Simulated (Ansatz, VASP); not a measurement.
# Two plane-wave programs on BN

POSCAR

```
BN
1.0
    2.5916314140      0.0000000000      0.0000000000
   -1.2958157070      2.0926222118      0.0000000000
    0.0000000000      0.0000000000      6.6612000000
B N
2 2
Direct
    0.3333333333      0.6666666667      0.2500000000
    0.6666666667      0.3333333333      0.7500000000
    0.3333333333      0.6666666667      0.7500000000
    0.6666666667      0.3333333333      0.2500000000
```

Contents of INCAR.step1:

```
PREC = Accurate
ENCUT = 520
ISMEAR = 0
SIGMA = 0.05
LREAL = False
LASPH = True
NELM = 100
NBANDS = 16
GGA = PE
ALGO = Normal
EDIFF = 1E-4
LWAVE = True
LCHARG = False
```

INCAR.step2

```
PREC = Accurate
ENCUT = 520
EDIFF = 1E-6
ISMEAR = 0
SIGMA = 0.05
LREAL = False
LASPH = True
NELM = 100
ALGO = Normal
ISIF = 2
LWAVE = False
LCHARG = False
METAGGA = R2SCAN
LMIXTAU = True
NBANDS = 16
ISTART = 1
```

KPOINTS

```
Automatic mesh
0
Gamma
  12 12 4
```

Input for Ansatz:

```yaml
crystal:
  lattice:
    - [2.591631414, 0.0, 0.0]
    - [-1.295815707, 2.0926222118, 0.0]
    - [0.0, 0.0, 6.6612]
  atoms:
    - { symbol: B, position: [0.3333333333, 0.6666666667, 0.25] }
    - { symbol: B, position: [0.6666666667, 0.3333333333, 0.75] }
    - { symbol: "N", position: [0.3333333333, 0.6666666667, 0.75] }
    - { symbol: "N", position: [0.6666666667, 0.3333333333, 0.25] }
basis:
  ecutwfc: 500
kpoints:
  mp_grid: { grid: [12, 12, 4] }
hamiltonian:
  xc: r2scan
scf:
  occupations: { method: gaussian, width: 0.05 }
output:
  forces: true
  stress: true
  eigenvalues: true
```

Change from the starting cell: strain +0.0350 x Voigt [1, -1, 0, 0, 0, 0], atoms carried along.

Alike in both runs: task single point; functional r2SCAN; k mesh 12 × 12 × 4; occupations gaussian, width 0.05 eV; no spin polarisation.

|  | VASP | Ansatz |
| --- | --- | --- |
| version | VASP 6.6.1 | Ansatz 0.2.0 |
| potentials or method | VASP PAW PBE potentials, release 64 (B, N), cutoff 520 eV | scalar-relativistic, plane waves, PAW |
| valence electrons in the cell | 16 | 16 |

VASP gave:

* gap on the k mesh at the Fermi level (eV): 4.63
* least direct gap on the mesh (eV): 5.31
* pressure (GPa): 1.3
* traceless stress, the component that is largest in VASP (GPa): 27.49
* rms of the force components (eV/Å): 0.578

Question: What did Ansatz give for the same quantities?

Answer: gap on the k mesh at the Fermi level (eV): 4.59; least direct gap on the mesh (eV): 5.27; pressure (GPa): 0.9; traceless stress, the component that is largest in VASP (GPa): 27.16; rms of the force components (eV/Å): 0.579.

VASP's potentials were made for PBE, not for r2SCAN. Atom by atom the forces differ by 0.001 eV/Å (rms over components). With one functional, cell and mesh, what is left measures potentials, basis and numerics.
